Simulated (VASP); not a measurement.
# C (P6_222) in VASP: notebook

Runs on C. Level: PBE. Tasks: single point.

Program: VASP 6.6.1. These are calculated values, not measurements. Logs are shortened: lines on timing, memory, paths and dates and some standing lists are left out, and cuts for length are marked.

## 1. The cell of the first run

It takes space group P6_222 (No. 180, hexagonal). The conventional cell has a = 3.940 Å, b = 3.940 Å, c = 3.789 Å, α = 90.00°, β = 90.00°, γ = 120.00°. C (site symmetry 2) has 3 C at 1.39 to 1.48 Å within 1.9 Å.

The cell was generated, and may not be a known phase.

## 2. Single point, PBE

Input file INCAR:

```
SYSTEM = C
PREC     = Accurate       ! precision mode
ENCUT    = 520            ! plane-wave cutoff, eV
EDIFF    = 1E-7           ! SCF threshold, eV
ISMEAR   = 0              ! smearing method
SIGMA    = 0.1            ! smearing width, eV
LREAL    = .FALSE.        ! projectors in reciprocal space
LASPH    = .TRUE.         ! aspherical terms in the spheres
NELM     = 60             ! most SCF steps
ALGO     = Normal         ! electronic algorithm
ISIF     = 2              ! what is computed and relaxed
LWAVE    = .FALSE.        ! write WAVECAR
LCHARG   = .TRUE.         ! write CHGCAR
GGA      = PE             ! functional
LELF     = .TRUE.         ! ELF
LVHAR    = .TRUE.       
NBANDS   = 21             ! bands
```

Input file KPOINTS:

```
Automatic mesh
0
G
  6 6 6
  0 0 0
```

Input file POSCAR:

```
C
1.0
    3.9395020636      0.0000000000      0.0000000000
   -1.9697510318      3.4117088654      0.0000000000
    0.0000000000      0.0000000000      3.7886859471
C
6
Direct
    0.7961181966      0.3980590983      0.1666666667
    0.6019409017      0.3980590983      0.8333333333
    0.6019409017      0.2038818034      0.5000000000
    0.2038818034      0.6019409017      0.1666666667
    0.3980590983      0.6019409017      0.8333333333
    0.3980590983      0.7961181966      0.5000000000
```

Potentials or basis: VASP PAW PBE potentials, release 64 (C).

On the command line:

```
$ cat potpaw_PBE.64/C/POTCAR > POTCAR
$ mpirun -np 1 vasp_std > vasp.out
```

OUTCAR:

```text
SYSTEM = C
   PREC = Accurate
   ENCUT = 520
   EDIFF = 1E-7
   ISMEAR = 0
   LREAL = .FALSE.
   LASPH = .TRUE.
   NELM = 60
   ISIF = 2
   GGA = PE

 ion  position               nearest neighbor table
   1  0.796  0.398  0.167-   4 1.39   3 1.48   2 1.48
   2  0.602  0.398  0.833-   5 1.39   3 1.48   1 1.48
   3  0.602  0.204  0.500-   6 1.39   2 1.48   1 1.48
   4  0.204  0.602  0.167-   1 1.39   6 1.48   5 1.48
   5  0.398  0.602  0.833-   2 1.39   6 1.48   4 1.48
   6  0.398  0.796  0.500-   3 1.39   4 1.48   5 1.48

  LATTYP: Found a hexagonal cell.
 ALAT       =     3.9395020636
 C/A-ratio  =     0.9617169596

  Lattice vectors:

 A1 = (   3.9395020636,   0.0000000000,   0.0000000000)
 A2 = (  -1.9697510318,   3.4117088654,   0.0000000000)
 A3 = (   0.0000000000,   0.0000000000,   3.7886859471)

Analysis of symmetry for initial positions (statically):
=====================================================================
 Subroutine PRICEL returns:
 Original cell was already a primitive cell.

 Routine SETGRP: Setting up the symmetry group for a
 hexagonal supercell.

 Subroutine GETGRP returns: Found 12 space group operations
 (whereof  4 operations were pure point group operations)
 out of a pool of 24 trial point group operations.

The static configuration has the point symmetry D_2 .
 The point group associated with its full space group is D_6 .

Analysis of symmetry for dynamics (positions and initial velocities):
=====================================================================
 Subroutine PRICEL returns:
 Original cell was already a primitive cell.

 Routine SETGRP: Setting up the symmetry group for a
 hexagonal supercell.

 Subroutine GETGRP returns: Found 12 space group operations
 (whereof  4 operations were pure point group operations)
 out of a pool of 24 trial point group operations.

The dynamic configuration has the point symmetry D_2 .
 The point group associated with its full space group is D_6 .

 Subroutine INISYM returns: Found 12 space group operations
 (whereof  4 operations are pure point group operations),
 and found     1 'primitive' translations

----------------------------------------------------------------------------------------

                                     Primitive cell

  volume of cell :      50.9216

  direct lattice vectors                    reciprocal lattice vectors
     3.939502064  0.000000000  0.000000000     0.253839187  0.146554123  0.000000000
    -1.969751032  3.411708865  0.000000000     0.000000000  0.293108246  0.000000000
     0.000000000  0.000000000  3.788685947     0.000000000  0.000000000  0.263943756

  length of vectors
     3.939502064  3.939502064  3.788685947     0.293108246  0.293108246  0.263943756

  position of ions in fractional coordinates (direct lattice)
     0.796118197  0.398059098  0.166666667
     0.601940902  0.398059098  0.833333333
     0.601940902  0.203881803  0.500000000
     0.203881803  0.601940902  0.166666667
     0.398059098  0.601940902  0.833333333
     0.398059098  0.796118197  0.500000000

  ion indices of the primitive-cell ions
   primitive index   ion index
                 1           1
                 2           2
                 3           3
                 4           4
                 5           5
                 6           6

----------------------------------------------------------------------------------------

 KPOINTS: Automatic mesh

Automatic generation of k-mesh.
 Grid dimensions read from file:
 generate k-points for:    6    6    6

 Generating k-lattice:

  Cartesian coordinates                     Fractional coordinates (reciprocal lattice)
     0.042306531  0.024425687  0.000000000     0.166666667 -0.000000000  0.000000000
     0.000000000  0.048851374  0.000000000     0.000000000  0.166666667  0.000000000
     0.000000000  0.000000000  0.043990626     0.000000000  0.000000000  0.166666667

  Length of vectors
     0.048851374  0.048851374  0.043990626

  Shift w.r.t. Gamma in fractional coordinates (k-lattice)
     0.000000000  0.000000000  0.000000000

 Subroutine IBZKPT returns following result:
 ===========================================

 Found     28 irreducible k-points:

 Following reciprocal coordinates:
            Coordinates               Weight
  0.000000  0.000000  0.000000      1.000000
  0.166667 -0.000000  0.000000      6.000000
  0.333333 -0.000000  0.000000      6.000000
  0.500000  0.000000  0.000000      3.000000
  0.166667  0.166667  0.000000      6.000000
  0.333333  0.166667  0.000000     12.000000
[... 16 lines left out ...]
  0.166667 -0.000000  0.500000      6.000000
  0.333333 -0.000000  0.500000      6.000000
 [... further k-points ...]
   k-points           NKPTS =     28   k-points in BZ     NKDIM =     28   number of bands    NBANDS=     21
   number of dos      NEDOS =    301   number of ions     NIONS =      6
   total plane-waves  NPLWV =  25200
   dimension x,y,z NGX =    30 NGY =   30 NGZ =   28
   dimension x,y,z NGXF=    60 NGYF=   60 NGZF=   56
   ions per type =               6
   NGX,Y,Z   is equivalent  to a cutoff of  12.66, 12.66, 12.29 a.u.
   NGXF,Y,Z  is equivalent  to a cutoff of  25.32, 25.32, 24.57 a.u.
 SYSTEM =  C
   PREC   = accura    normal or accurate (medium, high low for compatibility)
   ISTART =      0    job   : 0-new  1-cont  2-samecut
   ICHARG =      2    charge: 1-file 2-atom 10-const
   ISPIN  =      1    spin polarized calculation?
   LNONCOLLINEAR =      F non collinear calculations
   LSORBIT =      F    spin-orbit coupling
   LASPH  =      T    aspherical Exc in radial PAW
   ENCUT  =  520.0 eV  38.22 Ry    6.18 a.u.   7.32  7.32  7.04*2*pi/ulx,y,z
   NELM   =     60;   NELMIN=  2; NELMDL= -5     # of ELM steps
   EDIFF  = 0.1E-06   stopping-criterion for ELM
   LREAL  =      F    real-space projection
   EDIFFG = 0.1E-05   stopping-criterion for IOM
   NSW    =      0    number of steps for IOM
   IBRION =     -1    ionic relax: 0-MD 1-quasi-New 2-CG
   NFREE  =      0    steps in history (QN), initial steepest desc. (CG)
   ISIF   =      2    stress and relaxation
   ISYM   =      2    0-nonsym 1-usesym 2-fastsym
   POTIM  = 0.5000    time-step for ionic-motion
   TEBEG  =    0.0;   TEEND  =   0.0 temperature during run
   PSTRESS=    0.0 pullay stress
   NELECT =      24.0000    total number of electrons
   NUPDOWN=      -1.0000    fix difference up-down
   EMIN   =  10.00;   EMAX   =-10.00  energy-range for DOS
   EFERMI =   0.00;   METHOD = LEGACY
   ISMEAR =     0;   SIGMA  =   0.10  broadening in eV -4-tet -1-fermi 0-gaus
   EFERMI_NEDOS =   21; number of points for ismear=-14 and -15
   IALGO  =     38    algorithm
   IMIX   =      4    mixing-type and parameters
     AMIX     =   0.40;   BMIX     =  1.00
     AMIX_MAG =   1.60;   BMIX_MAG =  1.00
  volume/ion in A,a.u.               =       8.49        57.27
  Fermi-wavevector in a.u.,A,eV,Ry     =   1.274025  2.407558 22.084156  1.623140
  Thomas-Fermi vector in A             =   2.406816
   LORBIT       =      0    0 simple, 1 ext, 2 COOP (PROOUT), +10 PAW based schemes
   GGA     = PE    functional components
   LHFCALC =     F    Hartree Fock is set to
   AEXX    =    0.0000 exact exchange contribution
   IVDW    =     0    specifies the selected vdW correction
   LEPSILON=     F    determine dielectric tensor
   LRPA    =     F    only Hartree local field effects (RPA)
 non-spin polarized calculation
 Gauss-broadening in eV      SIGMA  =   0.10
  energy-cutoff  :      520.00
  volume of cell :       50.92
 maximum number of plane-waves:      1394
 NGX is ok and might be reduce to    30
   NGX = 15   NGY = 15   NGZ = 15

 number of electron      24.0000002 magnetization

 Free energy of the ion-electron system (eV)
  ---------------------------------------------------
  ext. energy  EPLUGINS =         0.00000000
  ---------------------------------------------------
  free energy    TOTEN  =       -50.77907110 eV

  energy without entropy =      -50.77816566  energy(sigma->0) =      -50.77861838

 E-fermi :   5.5239     XC(G=0): -10.6699

 val. band max:        5.0117396519   @ k =   0.0000   0.0000   0.3333
 cond. band min:       5.5712692797   @ k =   0.3333   0.3333   0.5000
 fundamental gap:      0.5595296278
 Fermi energy:         5.5239015689

 k-point     1 :       0.0000    0.0000    0.0000
  band No.  band energies     occupation
      1     -14.4062      2.00000
      2      -8.5064      2.00000
      3      -8.5064      2.00000
      4      -8.0169      2.00000
      5      -3.9815      2.00000
      6      -3.9815      2.00000
[... 13 lines left out ...]
     20      16.9120      0.00000
     21      17.4935      0.00000

 k-point     2 :       0.1667   -0.0000    0.0000
  band No.  band energies     occupation
      1     -14.2054      2.00000
      2      -9.6023      2.00000
      3      -8.4594      2.00000
      4      -7.1757      2.00000
      5      -4.2215      2.00000
      6      -4.0628      2.00000
[... 13 lines left out ...]
     20      16.6651      0.00000
     21      17.6467      0.00000

 k-point     3 :       0.3333   -0.0000    0.0000
  band No.  band energies     occupation
      1     -13.6503      2.00000
      2     -10.9332      2.00000
      3      -8.3652      2.00000
      4      -6.3389      2.00000
      5      -4.5362      2.00000
      6      -4.5299      2.00000
[... 13 lines left out ...]
     20      16.4377      0.00000
     21      18.5303      0.00000
[... 457 lines left out ...]
 k-point    23 :       0.1667   -0.0000    0.5000
  band No.  band energies     occupation
      1     -12.5171      2.00000
      2     -12.4330      2.00000
      3      -7.9389      2.00000
      4      -6.9157      2.00000
      5      -5.2983      2.00000
      6      -3.2206      2.00000
[... 13 lines left out ...]
     20      14.9063      0.00000
     21      16.0521      0.00000

 k-point    24 :       0.3333   -0.0000    0.5000
  band No.  band energies     occupation
      1     -12.2154      2.00000
      2     -11.8051      2.00000
      3      -9.4572      2.00000
      4      -7.7785      2.00000
      5      -4.8498      2.00000
      6      -3.4789      2.00000
[... 13 lines left out ...]
     20      15.9451      0.00000
     21      17.0051      0.00000

 [... further k-points ...]

------------------------ aborting loop because EDIFF is reached ----------------------------------------

  FORCE on cell =-STRESS in cart. coord.  units (eV):
  Direction    XX          YY          ZZ          XY          YZ          ZX
  --------------------------------------------------------------------------------------
  -------------------------------------------------------------------------------------
  Total        0.1177889      0.1177889      0.1014893      0.0000000     -0.0000000      0.0000000
  in kB        3.7060657      3.7060657      3.1932199      0.0000000     -0.0000000      0.0000000
  external PRESSURE =       3.5351171 kB  Pullay stress =       0.0000000 kB

 VOLUME and BASIS-vectors are now :
 -----------------------------------------------------------------------------
  energy-cutoff  :      520.00
  volume of cell :       50.92
      direct lattice vectors                 reciprocal lattice vectors
     3.939502064  0.000000000  0.000000000     0.253839187  0.146554123  0.000000000
    -1.969751032  3.411708865  0.000000000     0.000000000  0.293108246  0.000000000
     0.000000000  0.000000000  3.788685947     0.000000000  0.000000000  0.263943756

 POSITION                                       TOTAL-FORCE (eV/Angst)
 -----------------------------------------------------------------------------------
      2.35223      1.35806      0.63145        -0.021914     -0.012652     -0.000000
      1.58727      1.35806      3.15724         0.021914     -0.012652      0.000000
      1.96975      0.69559      1.89434        -0.000000      0.025304     -0.000000
     -0.38248      2.05365      0.63145         0.021914      0.012652     -0.000000
      0.38248      2.05365      3.15724        -0.021914      0.012652      0.000000
      0.00000      2.71612      1.89434        -0.000000     -0.025304     -0.000000
 -----------------------------------------------------------------------------------
    total drift:                                0.000000      0.000000      0.000000

  FREE ENERGIE OF THE ION-ELECTRON SYSTEM (eV)
  ---------------------------------------------------
  free  energy   TOTEN  =       -50.7790710964 eV

  energy  without entropy=      -50.7781656627  energy(sigma->0) =      -50.77861838
```

Run time: 47 s. Hardware: 1 thread of AMD EPYC 7R43 (Zen 3), shared host; peak memory 0.12 GiB.

What came out:

* Free energy: -50.7791 eV
* Pressure: 0.4 GPa
* Largest force: 0.025 eV/Å
* Band gap on the k mesh: zero (bands 12 and 13 overlap by 0.58 eV)

Forces on the atoms (eV/Å):
```
C   -0.022 -0.013  0.000
C    0.022 -0.013  0.000
C    0.000  0.025  0.000
C    0.022  0.013  0.000
C   -0.022  0.013  0.000
C    0.000 -0.025  0.000
```

Caveat: this functional lacks dispersion, which binds layers or chains, so the pressure and a relaxed spacing across them are unreliable.

(Continued in part 2 of 2.)

The gap in the log of VASP goes by the Fermi energy; the results here count the filled bands.